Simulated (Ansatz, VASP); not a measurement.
## PBr in VASP and in Ansatz

The input INCAR:

```
PREC     = Accurate       # precision mode
ENCUT    = 520            # plane-wave cutoff, eV
EDIFF    = 1E-7           # SCF threshold, eV
ISMEAR   = -1             # smearing method
SIGMA    = 0.05           # smearing width, eV
LREAL    = False          # projectors in reciprocal space
LASPH    = True           # aspherical terms in the spheres
NELM     = 80             # most SCF steps
ALGO     = Normal         # electronic algorithm
ISIF     = 2              # what is computed and relaxed
LWAVE    = False          # write WAVECAR
LCHARG   = False          # write CHGCAR
GGA      = B5             # functional
ALDAX    = 1.0          
AGGAX    = 1.0          
AGGAC    = 1.0          
ALDAC    = 0.0          
NBANDS   = 20             # bands
```

The input KPOINTS:

```
regular mesh
0
Gamma
  4 3 3
```

File POSCAR:

```
PBr
1.0
    4.9385630000      0.0000000000      0.0000000000
   -2.0623900000      5.1944970000      0.0000000000
   -0.6967810000     -0.6537650000      6.2332560000
Br P
2 2
Direct
    0.6657980000      0.8550130000      0.2427560000
    0.3342020000      0.1449870000      0.7572440000
    0.6407200000      0.4997570000      0.6318710000
    0.3592800000      0.5002430000      0.3681290000
```

Contents of input.yaml:

```yaml
crystal:
  lattice:
    - [4.938563, 0.0, 0.0]
    - [-2.06239, 5.194497, 0.0]
    - [-0.696781, -0.653765, 6.233256]
  atoms:
    - { symbol: Br, position: [0.665798, 0.855013, 0.242756] }
    - { symbol: Br, position: [0.334202, 0.144987, 0.757244] }
    - { symbol: P, position: [0.64072, 0.499757, 0.631871] }
    - { symbol: P, position: [0.35928, 0.500243, 0.368129] }
hamiltonian:
  xc: blyp
  pseudopotentials: { kind: paw }
kpoints:
  mp_grid: { grid: [4, 3, 3] }
  band_path:
    path:
      - [[0.0, 0.0, -0.5], [0.0, 0.0, 0.0], [0.0, 0.5, 0.0]]
      - [[0.0, 0.5, -0.5], [0.0, 0.0, 0.0], [0.5, -0.5, 0.0]]
      - [[0.5, -0.5, -0.5], [0.0, 0.0, 0.0], [0.5, 0.0, 0.0]]
      - [[0.5, 0.0, -0.5], [0.0, 0.0, 0.0]]
    npoints: 14
scf:
  occupations: { method: fermi_dirac, width: 0.05 }
  n_extra_bands: 10
output:
  forces: true
  stress: true
  eigenvalues: true
  fatbands: false
  write_density: true
  write_potential: true
  elf: true
  volumetric_format: npy
```

Alike in both runs: functional BLYP; k mesh 4 × 3 × 3; occupations fermi-dirac, width 0.05 eV; no spin polarisation.

```csv
,VASP,Ansatz
version,VASP 6.6.1,Ansatz 0.2.0
potentials or method,"VASP PAW PBE potentials, release 64 (Br, P)",Ansatz PAW
plane-wave cutoff (eV),520,420
valence electrons in the cell,24,24
task,single point,band structure
```

```tsv
	VASP	Ansatz	Ansatz less VASP
gap on the k mesh at the Fermi level (eV)	1.61	1.62	+0.011
least direct gap on the mesh (eV)	1.61	1.62	+0.011
pressure (GPa)	1.4	1.4	+0.05
traceless stress, the component that is largest in VASP (GPa)	-0.65	-0.64	+0.012
rms of the force components (eV/Å)	0.182	0.192	+0.0102
```

VASP's potentials were made for PBE, not for BLYP. Atom by atom the forces differ by 0.023 eV/Å (rms over components).

Noted on Ansatz's run: the k mesh misses the band edges, so the gap on the mesh is wider than the one along the path.
